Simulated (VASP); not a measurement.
# TaH (P6_3/mmc) in VASP: a series of runs

The runs below take TaH through single point, relaxation of cell and atoms, with PBE.

Everything below comes from runs of VASP 6.6.1. Logs are shortened: lines on timing, memory, paths and dates and some standing lists are left out, and cuts for length are marked.

### Step 1. The cell of the first run

The structure is hexagonal, space group P6_3/mmc (No. 194). The conventional cell has a = 2.954 Å, b = 2.954 Å, c = 5.353 Å, α = 90.00°, β = 90.00°, γ = 120.00°. Ta (site symmetry -6m2) has 6 H at 2.17 Å and 6 Ta at 2.95 Å within 3.0 Å. Within 3.0 Å of H (site symmetry -3m) lie 6 Ta at 2.17 Å and 8 H at 2.68 to 2.95 Å.

### Step 2. Single point, PBE

INCAR

```
ALGO = Normal
EDIFF = 1E-6
ENCUT = 520
GGA = PE
ISIF = 2
ISMEAR = 0
LASPH = T
LCHARG = F
LREAL = F
LWAVE = F
NBANDS = 20
NELM = 60
PREC = Accurate
SIGMA = 0.2
```

KPOINTS

```
k-points
0
Gamma
  7 7 4
```

POSCAR

```
TaH
1.0
    2.9543541385      0.0000000000      0.0000000000
   -1.4771770692      2.5585457357      0.0000000000
    0.0000000000      0.0000000000      5.3531675191
Ta H
2 2
Direct
    0.3333333333      0.6666666667      0.2500000000
    0.6666666667      0.3333333333      0.7500000000
    0.0000000000      0.0000000000      0.5000000000
    0.0000000000      0.0000000000      0.0000000000
```

Potentials or basis: VASP PAW PBE potentials, release 64 (Ta_pv, H).

Launch:

```console
$ cat potpaw_PBE.64/Ta_pv/POTCAR potpaw_PBE.64/H/POTCAR > POTCAR
$ mpirun -np 1 vasp_std > vasp.out
```

OUTCAR:

```text
EDIFF = 1E-6
   ENCUT = 520
   GGA = PE
   ISIF = 2
   ISMEAR = 0
   LASPH = T
   LREAL = F
   NELM = 60
   PREC = Accurate

 ion  position               nearest neighbor table
   1  0.333  0.667  0.250-   3 2.17   4 2.17   3 2.17   4 2.17   3 2.17   4 2.17   2 3.17   2 3.17
                             2 3.17   2 3.17   2 3.17   2 3.17
   2  0.667  0.333  0.750-   3 2.17   4 2.17   3 2.17   4 2.17   3 2.17   4 2.17   1 3.17   1 3.17
                             1 3.17   1 3.17   1 3.17   1 3.17
   3  0.000  0.000  0.500-   1 2.17   2 2.17   1 2.17   2 2.17   2 2.17   1 2.17
   4  0.000  0.000  0.000-   1 2.17   2 2.17   1 2.17   2 2.17   2 2.17   1 2.17

  LATTYP: Found a hexagonal cell.
 ALAT       =     2.9543541385
 C/A-ratio  =     1.8119586441

  Lattice vectors:

 A1 = (   2.9543541385,   0.0000000000,   0.0000000000)
 A2 = (  -1.4771770692,   2.5585457357,   0.0000000000)
 A3 = (   0.0000000000,   0.0000000000,   5.3531675191)

Analysis of symmetry for initial positions (statically):
=====================================================================
 Subroutine PRICEL returns:
 Original cell was already a primitive cell.

 Routine SETGRP: Setting up the symmetry group for a
 hexagonal supercell.

 Subroutine GETGRP returns: Found 24 space group operations
 (whereof 12 operations were pure point group operations)
 out of a pool of 24 trial point group operations.

The static configuration has the point symmetry D_3d.
 The point group associated with its full space group is D_6h.

Analysis of symmetry for dynamics (positions and initial velocities):
=====================================================================
 Subroutine PRICEL returns:
 Original cell was already a primitive cell.

 Routine SETGRP: Setting up the symmetry group for a
 hexagonal supercell.

 Subroutine GETGRP returns: Found 24 space group operations
 (whereof 12 operations were pure point group operations)
 out of a pool of 24 trial point group operations.

The dynamic configuration has the point symmetry D_3d.
 The point group associated with its full space group is D_6h.

 Subroutine INISYM returns: Found 24 space group operations
 (whereof 12 operations are pure point group operations),
 and found     1 'primitive' translations

----------------------------------------------------------------------------------------

                                     Primitive cell

  volume of cell :      40.4638

  direct lattice vectors                    reciprocal lattice vectors
     2.954354138  0.000000000  0.000000000     0.338483456  0.195423515  0.000000000
    -1.477177069  2.558545736  0.000000000     0.000000000  0.390847029  0.000000000
     0.000000000  0.000000000  5.353167519     0.000000000  0.000000000  0.186805288

  length of vectors
     2.954354138  2.954354138  5.353167519     0.390847029  0.390847029  0.186805288

  position of ions in fractional coordinates (direct lattice)
     0.333333333  0.666666667  0.250000000
     0.666666667  0.333333333  0.750000000
     0.000000000  0.000000000  0.500000000
     0.000000000  0.000000000  0.000000000

  ion indices of the primitive-cell ions
   primitive index   ion index
                 1           1
                 2           2
                 3           3
                 4           4

----------------------------------------------------------------------------------------

 KPOINTS: k-points

Automatic generation of k-mesh.
 Grid dimensions read from file:
 generate k-points for:    7    7    4

 Generating k-lattice:

  Cartesian coordinates                     Fractional coordinates (reciprocal lattice)
     0.048354779  0.027917645  0.000000000     0.142857143  0.000000000  0.000000000
     0.000000000  0.055835290  0.000000000     0.000000000  0.142857143  0.000000000
     0.000000000  0.000000000  0.046701322     0.000000000  0.000000000  0.250000000

  Length of vectors
     0.055835290  0.055835290  0.046701322

  Shift w.r.t. Gamma in fractional coordinates (k-lattice)
     0.000000000  0.000000000  0.000000000

 Subroutine IBZKPT returns following result:
 ===========================================

 Found     24 irreducible k-points:

 Following reciprocal coordinates:
            Coordinates               Weight
  0.000000  0.000000  0.000000      1.000000
  0.142857  0.000000  0.000000      6.000000
  0.285714 -0.000000  0.000000      6.000000
  0.428571 -0.000000  0.000000      6.000000
  0.142857  0.142857  0.000000      6.000000
  0.285714  0.142857  0.000000     12.000000
[... 16 lines left out ...]
  0.428571  0.142857  0.500000      6.000000
  0.285714  0.285714  0.500000      6.000000
   k-points           NKPTS =     24   k-points in BZ     NKDIM =     24   number of bands    NBANDS=     20
   number of dos      NEDOS =    301   number of ions     NIONS =      4
   total plane-waves  NPLWV =  23040
   dimension x,y,z NGX =    24 NGY =   24 NGZ =   40
   dimension x,y,z NGXF=    48 NGYF=   48 NGZF=   80
   ions per type =               2   2
   NGX,Y,Z   is equivalent  to a cutoff of  13.51, 13.51, 12.42 a.u.
   NGXF,Y,Z  is equivalent  to a cutoff of  27.01, 27.01, 24.84 a.u.
 SYSTEM =  unknown system
   PREC   = accura    normal or accurate (medium, high low for compatibility)
   ISTART =      0    job   : 0-new  1-cont  2-samecut
   ICHARG =      2    charge: 1-file 2-atom 10-const
   ISPIN  =      1    spin polarized calculation?
   LNONCOLLINEAR =      F non collinear calculations
   LSORBIT =      F    spin-orbit coupling
   LASPH  =      T    aspherical Exc in radial PAW
   ENCUT  =  520.0 eV  38.22 Ry    6.18 a.u.   5.49  5.49  9.95*2*pi/ulx,y,z
   NELM   =     60;   NELMIN=  2; NELMDL= -5     # of ELM steps
   EDIFF  = 0.1E-05   stopping-criterion for ELM
   LREAL  =      F    real-space projection
   EDIFFG = 0.1E-04   stopping-criterion for IOM
   NSW    =      0    number of steps for IOM
   IBRION =     -1    ionic relax: 0-MD 1-quasi-New 2-CG
   NFREE  =      0    steps in history (QN), initial steepest desc. (CG)
   ISIF   =      2    stress and relaxation
   ISYM   =      2    0-nonsym 1-usesym 2-fastsym
   POTIM  = 0.5000    time-step for ionic-motion
   TEBEG  =    0.0;   TEEND  =   0.0 temperature during run
   PSTRESS=    0.0 pullay stress
   NELECT =      24.0000    total number of electrons
   NUPDOWN=      -1.0000    fix difference up-down
   EMIN   =  10.00;   EMAX   =-10.00  energy-range for DOS
   EFERMI =   0.00;   METHOD = LEGACY
   ISMEAR =     0;   SIGMA  =   0.20  broadening in eV -4-tet -1-fermi 0-gaus
   EFERMI_NEDOS =   21; number of points for ismear=-14 and -15
   IALGO  =     38    algorithm
   IMIX   =      4    mixing-type and parameters
     AMIX     =   0.40;   BMIX     =  1.00
     AMIX_MAG =   1.60;   BMIX_MAG =  1.00
  volume/ion in A,a.u.               =      10.12        68.27
  Fermi-wavevector in a.u.,A,eV,Ry     =   1.375487  2.599293 25.741727  1.891964
  Thomas-Fermi vector in A             =   2.500818
   LORBIT       =      0    0 simple, 1 ext, 2 COOP (PROOUT), +10 PAW based schemes
   GGA     = PE    functional components
   LHFCALC =     F    Hartree Fock is set to
   AEXX    =    0.0000 exact exchange contribution
   IVDW    =     0    specifies the selected vdW correction
   LEPSILON=     F    determine dielectric tensor
   LRPA    =     F    only Hartree local field effects (RPA)
 non-spin polarized calculation
 Gauss-broadening in eV      SIGMA  =   0.20
  energy-cutoff  :      520.00
  volume of cell :       40.46
 maximum number of plane-waves:      1112
 NGX is ok and might be reduce to    24
   NGX = 11   NGY = 11   NGZ = 19

 number of electron      24.0000000 magnetization

 Free energy of the ion-electron system (eV)
  ---------------------------------------------------
  ext. energy  EPLUGINS =         0.00000000
  ---------------------------------------------------
  free energy    TOTEN  =       -30.64601917 eV

  energy without entropy =      -30.60595875  energy(sigma->0) =      -30.62598896

 E-fermi :   5.9984     XC(G=0): -12.5680

 val. band max:        5.9970941898   @ k =   0.2857   0.2857   0.2500
 cond. band min:       6.0214899574   @ k =   0.1429   0.0000   0.2500
 fundamental gap:      0.0243957676
 Fermi energy:         5.9984181189

 k-point     1 :       0.0000    0.0000    0.0000
  band No.  band energies     occupation
      1     -28.7616      2.00000
      2     -28.1096      2.00000
      3     -27.9114      2.00000
      4     -27.9114      2.00000
      5     -27.8532      2.00000
      6     -27.8532      2.00000
[... 12 lines left out ...]
     19      12.2999      0.00000
     20      13.0670      0.00000

 k-point     2 :       0.1429    0.0000    0.0000
  band No.  band energies     occupation
      1     -28.7060      2.00000
      2     -28.1128      2.00000
      3     -28.0834      2.00000
      4     -28.0275      2.00000
      5     -27.9571      2.00000
      6     -27.8854      2.00000
[... 12 lines left out ...]
     19      12.9798      0.00000
     20      13.6151      0.00000

 k-point     3 :       0.2857   -0.0000    0.0000
  band No.  band energies     occupation
      1     -28.5668      2.00000
      2     -28.4662      2.00000
      3     -28.3911      2.00000
      4     -28.1332      2.00000
      5     -28.0552      2.00000
      6     -27.9602      2.00000
[... 12 lines left out ...]
     19      12.3944      0.00000
     20      13.7910      0.00000

 k-point     4 :       0.4286   -0.0000    0.0000
  band No.  band energies     occupation
      1     -28.7635      2.00000
      2     -28.6639      2.00000
      3     -28.4221      2.00000
      4     -28.1814      2.00000
      5     -28.1308      2.00000
      6     -28.0212      2.00000
[... 12 lines left out ...]
     19      12.3236      0.00000
     20      14.0757      0.00000

 k-point     5 :       0.1429    0.1429    0.0000
  band No.  band energies     occupation
      1     -28.6083      2.00000
      2     -28.3084      2.00000
      3     -28.3053      2.00000
      4     -28.1248      2.00000
      5     -28.0357      2.00000
      6     -27.9753      2.00000
[... 12 lines left out ...]
     19      12.6328      0.00000
     20      14.3215      0.00000

 k-point     6 :       0.2857    0.1429    0.0000
  band No.  band energies     occupation
      1     -28.6201      2.00000
      2     -28.5489      2.00000
      3     -28.4617      2.00000
      4     -28.1775      2.00000
      5     -28.1634      2.00000
      6     -28.0901      2.00000
[... 12 lines left out ...]
     19      13.0362      0.00000
     20      13.8607      0.00000

 k-point     7 :       0.4286    0.1429    0.0000
  band No.  band energies     occupation
      1     -28.7529      2.00000
      2     -28.6516      2.00000
      3     -28.3680      2.00000
      4     -28.2454      2.00000
      5     -28.2084      2.00000
      6     -28.1395      2.00000
[... 12 lines left out ...]
     19      13.3825      0.00000
     20      13.4246      0.00000
[... 277 lines left out ...]
 k-point    20 :       0.4286   -0.0000    0.5000
  band No.  band energies     occupation
      1     -28.7613      2.00000
      2     -28.7613      2.00000
      3     -28.2516      2.00000
      4     -28.2516      2.00000
      5     -28.0763      2.00000
      6     -28.0763      2.00000
[... 12 lines left out ...]
     19      13.6393      0.00000
     20      13.6393      0.00000

 k-point    21 :       0.1429    0.1429    0.5000
  band No.  band energies     occupation
      1     -28.4557      2.00000
      2     -28.4557      2.00000
      3     -28.2186      2.00000
      4     -28.2186      2.00000
      5     -28.0073      2.00000
      6     -28.0073      2.00000
[... 12 lines left out ...]
     19      12.8588      0.00000
     20      12.8588      0.00000

 k-point    22 :       0.2857    0.1429    0.5000
  band No.  band energies     occupation
      1     -28.6394      2.00000
      2     -28.6394      2.00000
      3     -28.2692      2.00000
      4     -28.2692      2.00000
      5     -28.1209      2.00000
      6     -28.1209      2.00000
[... 12 lines left out ...]
     19      13.7036      0.00000
     20      13.7036      0.00000

 k-point    23 :       0.4286    0.1429    0.5000
  band No.  band energies     occupation
      1     -28.7455      2.00000
      2     -28.7455      2.00000
      3     -28.2768      2.00000
      4     -28.2768      2.00000
      5     -28.1578      2.00000
      6     -28.1578      2.00000
[... 12 lines left out ...]
     19      14.7312      0.00000
     20      14.7312      0.00000

 k-point    24 :       0.2857    0.2857    0.5000
  band No.  band energies     occupation
      1     -28.6330      2.00000
      2     -28.6330      2.00000
      3     -28.4043      2.00000
      4     -28.4043      2.00000
      5     -28.1887      2.00000
      6     -28.1887      2.00000
[... 12 lines left out ...]
     19      14.1137      0.00000
     20      14.1137      0.00000

------------------------ aborting loop because EDIFF is reached ----------------------------------------

  FORCE on cell =-STRESS in cart. coord.  units (eV):
  Direction    XX          YY          ZZ          XY          YZ          ZX
  --------------------------------------------------------------------------------------
  -------------------------------------------------------------------------------------
  Total        0.0059741      0.0059741      0.0375574      0.0000000      0.0000000      0.0000000
  in kB        0.2365475      0.2365475      1.4870960      0.0000000      0.0000000      0.0000000
  external PRESSURE =       0.6533970 kB  Pullay stress =       0.0000000 kB

 VOLUME and BASIS-vectors are now :
 -----------------------------------------------------------------------------
  energy-cutoff  :      520.00
  volume of cell :       40.46
      direct lattice vectors                 reciprocal lattice vectors
     2.954354138  0.000000000  0.000000000     0.338483456  0.195423515  0.000000000
    -1.477177069  2.558545736  0.000000000     0.000000000  0.390847029  0.000000000
     0.000000000  0.000000000  5.353167519     0.000000000  0.000000000  0.186805288

 POSITION                                       TOTAL-FORCE (eV/Angst)
 -----------------------------------------------------------------------------------
     -0.00000      1.70570      1.33829        -0.000000     -0.000000      0.000000
      1.47718      0.85285      4.01488        -0.000000      0.000000      0.000000
      0.00000      0.00000      2.67658         0.000000     -0.000000      0.000000
      0.00000      0.00000      0.00000         0.000000     -0.000000      0.000000
 -----------------------------------------------------------------------------------
    total drift:                               -0.000000      0.000000     -0.000000

  FREE ENERGIE OF THE ION-ELECTRON SYSTEM (eV)
  ---------------------------------------------------
  free  energy   TOTEN  =       -30.6460191665 eV

  energy  without entropy=      -30.6059587458  energy(sigma->0) =      -30.62598896
```

Run time: 11 s. Hardware: 1 thread of AMD EPYC 9R45 (Zen 5), shared host; peak memory 0.13 GiB.

What came out:

* Free energy: -30.6460 eV
* Pressure: 0.1 GPa
* Band gap on the k mesh: zero (bands 12 and 13 overlap by 0.43 eV)

Caveat: spin-orbit coupling is left out, which moves the levels of the heavy elements.

### Step 3. Relaxation of cell and atoms, PBE

This run uses another cell than the first one, of 10.68 Å³/atom.

INCAR

```
SYSTEM = TaH
PREC = Accurate
ENCUT = 600
EDIFF = 1E-6
ISMEAR = 0
SIGMA = 0.2
LREAL = .FALSE.
LASPH = .TRUE.
NELM = 100
ALGO = Normal
ISIF = 3
LWAVE = .FALSE.
LCHARG = .FALSE.
GGA = PE
IBRION = 2
NSW = 36
EDIFFG = -0.08
```

KPOINTS

```
regular mesh
0
G
  7 7 4
  0 0 0
```

POSCAR

```
TaH
1.0
    3.0800000000      0.0000000000      0.0000000000
   -1.5400000000      2.6673582400      0.0000000000
    0.0000000000      0.0000000000      5.2000000000
Ta H
2 2
Direct
    0.3333333300      0.6666666700      0.2500000000
    0.6666666700      0.3333333300      0.7500000000
    0.0000000000      0.0000000000      0.5000000000
    0.0000000000      0.0000000000      0.0000000000
```

Potentials or basis: VASP PAW PBE potentials, release 64 (Ta_pv, H).

Launch:

```console
$ cat potpaw_PBE.64/Ta_pv/POTCAR potpaw_PBE.64/H/POTCAR > POTCAR
$ mpirun -np 1 vasp_std > vasp.out
```

It took 50 s on 1 thread of AMD EPYC 9R45 (Zen 5), shared host; peak memory 0.16 GiB.

Results (log left out):

```
Free energy                           : -30.6472 eV
Relaxed volume                        : 10.08 Å³/atom
Relaxed cell                          : a = 2.949 Å, b = 2.949 Å, c = 5.352 Å, α = 90.00°, β = 90.00°, γ = 120.00°
Space group after relaxing (to 0.1 Å) : P6_3/mmc (No. 194)
Energy gained by relaxing             : 44.9 meV/atom
Ionic steps                           : 5
Pressure after relaxing               : 1.0 GPa
Band gap on the k mesh                : zero (bands 12 and 13 overlap by 0.44 eV)
```

Stress tensor (GPa, compression positive):
```
1.14 0.00 0.00
0.00 1.14 0.00
0.00 0.00 0.70
```

Step by step:
```tsv
step	energy change (eV)	largest force (eV/Å)	pressure (GPa)	volume (Å³)
1	0.0000	0.0000	-10.74	42.72
2	-0.0916	0.0000	12.44	38.42
3	-0.1391	0.0000	2.88	39.92
4	-0.1782	0.0000	1.28	40.24
5	-0.1797	0.0000	0.99	40.32
```

Final structure:
```xyz
4
Lattice="2.9493 0.0000 0.0000 -1.4746 2.5541 0.0000 0.0000 0.0000 5.3519" Properties=species:S:1:pos:R:3 pbc="T T T"
Ta    0.0000    1.7028    1.3380
Ta    1.4746    0.8514    4.0140
H     0.0000    0.0000    2.6760
H     0.0000    0.0000    0.0000
```

Levels at points of the mesh, in eV from the Fermi level:
| k point | band 8 | band 9 | band 10 | band 11 | band 12 | band 13 | band 14 | band 15 | band 16 |
| --- | --- | --- | --- | --- | --- | --- | --- | --- | --- |
| (0.00, 0.00, 0.00) | -5.76 | -5.35 | -1.06 | 0.12 | 0.12 | 0.79 | 0.79 | 2.50 | 2.50 |
| (0.00, 0.00, 0.50) | -9.20 | -2.45 | -2.45 | 0.23 | 0.23 | 0.23 | 0.23 | 3.72 | 3.72 |

Caveat: spin-orbit coupling is left out, which moves the levels of the heavy elements.

(Part 1 of 2 ends here.)

The gap in the log of VASP goes by the Fermi energy; the results here count the filled bands.